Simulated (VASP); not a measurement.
Here is a VASP 6.6.1 calculation.

File INCAR:

```
  PREC = Accurate
  ENCUT = 520
  EDIFF = 1E-7
  ISMEAR = 0
  SIGMA = 0.15
  LREAL = F
  LASPH = T
  NELM = 80
  ALGO = Fast
  ISIF = 2
  LWAVE = F
  LCHARG = F
  GGA = CA
  NBANDS = 14
```

File KPOINTS:

```
regular mesh
0
Gamma
  16 16 16
```

The input POSCAR:

```
TiAl
1.0
    3.3669584491      0.0000000000      0.0000000000
    0.0000000000      3.3669584491      0.0000000000
    0.0000000000      0.0000000000      3.0124177244
Ti Al
1 1
Direct
    0.0000000000      0.0000000000      0.0000000000
    0.5000000000      0.5000000000      0.5000000000
```

Potentials or basis: VASP PAW LDA potentials, release 64 (Ti_sv, Al).

Command:

```sh
$ cat potpaw_LDA.64/Ti_sv/POTCAR potpaw_LDA.64/Al/POTCAR > POTCAR
$ mpirun -np 1 vasp_std > vasp.out
```

Problem. Estimate the pressure.

Solution. -10.8 GPa.

Problem. Predict the band gap on the k mesh.

Solution. Zero (an odd number of electrons rules out a gap without spin polarisation).

Stress tensor (GPa, compression positive):
```
-10.01   0.00   0.00
  0.00 -10.01   0.00
  0.00   0.00 -12.40
```

Caveat: the cell stands under tension.
